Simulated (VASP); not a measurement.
Wanted: the native input for a VASP 6.6.1 run.

```yaml
Task: single point
Functional: PBE
Potentials_or_basis: VASP PAW PBE potentials, release 64 (Ca_sv, Sn_d, N)
Cutoff: 520 eV
k_mesh: 3 × 3 × 6
Occupations: gaussian, width 0.1 eV
Spin: no spin polarisation
Dipole_correction: no
Further_INCAR_settings: ALGO = Normal; EDIFF = 1e-07; NBANDS = 40
```

The structure of Ca3Sn2N lies in POSCAR:

```
Ca3Sn2N
1.0
    6.8471283904      0.0000000030      0.0000000000
   -3.4235641978      5.9297871276      0.0000000000
    0.0000000000      0.0000000000      4.8912298792
Ca Sn N
3 2 1
Direct
    0.5000000000      0.0000000000      0.5000000000
    0.5000000000      0.5000000000      0.5000000000
    0.0000000000      0.5000000000      0.5000000000
    0.3333333333      0.6666666667      0.0000000000
    0.6666666667      0.3333333333      0.0000000000
    0.0000000000      0.0000000000      0.0000000000
```

These files were run (other wordings do the same):

INCAR

```
SYSTEM = Ca3Sn2N
PREC     = Accurate       ! precision mode
ENCUT    = 520            ! plane-wave cutoff, eV
EDIFF    = 1E-7           ! SCF threshold, eV
ISMEAR   = 0              ! smearing method
SIGMA    = 0.1            ! smearing width, eV
LREAL    = .FALSE.        ! projectors in reciprocal space
LASPH    = .TRUE.         ! aspherical terms in the spheres
NELM     = 60             ! most SCF steps
ALGO     = Normal         ! electronic algorithm
ISIF     = 2              ! what is computed and relaxed
LWAVE    = .FALSE.        ! write WAVECAR
LCHARG   = .FALSE.        ! write CHGCAR
GGA      = PE             ! functional
NBANDS   = 40             ! bands
```

KPOINTS

```
Automatic mesh
0
G
  3 3 6
  0 0 0
```

Potentials or basis: VASP PAW PBE potentials, release 64 (Ca_sv, Sn_d, N).

Launch:

```console
$ cat potpaw_PBE.64/Ca_sv/POTCAR potpaw_PBE.64/Sn_d/POTCAR potpaw_PBE.64/N/POTCAR > POTCAR
$ mpirun -np 1 vasp_std > vasp.out
```

It gave:

```yaml
Pressure: 0.2 GPa
```

It took 2.1 min on 1 thread of Intel(R) Xeon(R) Platinum 8559C (Emerald Rapids), with other jobs on the host, peak memory 0.35 GiB.
